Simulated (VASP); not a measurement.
MnIr, 4 atoms in the cell. It takes space group P4/mmm (No. 123, tetragonal). The conventional cell has a = 2.726 Å, b = 2.726 Å, c = 3.643 Å, α = 90.00°, β = 90.00°, γ = 90.00°. Mn (site symmetry 4/mmm) has 8 Ir at 2.65 Å and 4 Mn at 2.73 Å within 3.5 Å. Within 3.5 Å of Ir (site symmetry 4/mmm) lie 8 Mn at 2.65 Å and 4 Ir at 2.73 Å. 

| Quantity | Value |
| --- | --- |
| Program | VASP 6.6.1 |
| Task | single point |
| Functional | PBEsol |
| Potentials or basis | VASP PAW PBE potentials, release 64 (Mn_pv, Ir) |
| Cutoff | 520 eV |
| k mesh | 13 × 13 × 5 |
| Occupations | fermi-dirac, width 0.03 eV |
| Spin | collinear spin, antiferromagnetic start |
| Starting moments | [4.0, -4.0, 0.0, 0.0] μB |
| Dipole correction | no |
| Further INCAR settings | ALGO = Normal; EDIFF = 1e-07; NBANDS = 34 |

Potentials or basis: VASP PAW PBE potentials, release 64 (Mn_pv, Ir).

The run is started by

```sh
$ cat potpaw_PBE.64/Mn_pv/POTCAR potpaw_PBE.64/Ir/POTCAR > POTCAR
$ mpirun -np 1 vasp_std > vasp.out
```

Hardware: 1 thread of Oxide Virtual Turin-like Processor (shared host).

Q: Estimate the wall time of this run.

A: It took 14 min on 1 thread of Oxide Virtual Turin-like Processor, with other jobs on the host, peak memory 0.3 GiB. Counts: scf iterations 20, k points 84.
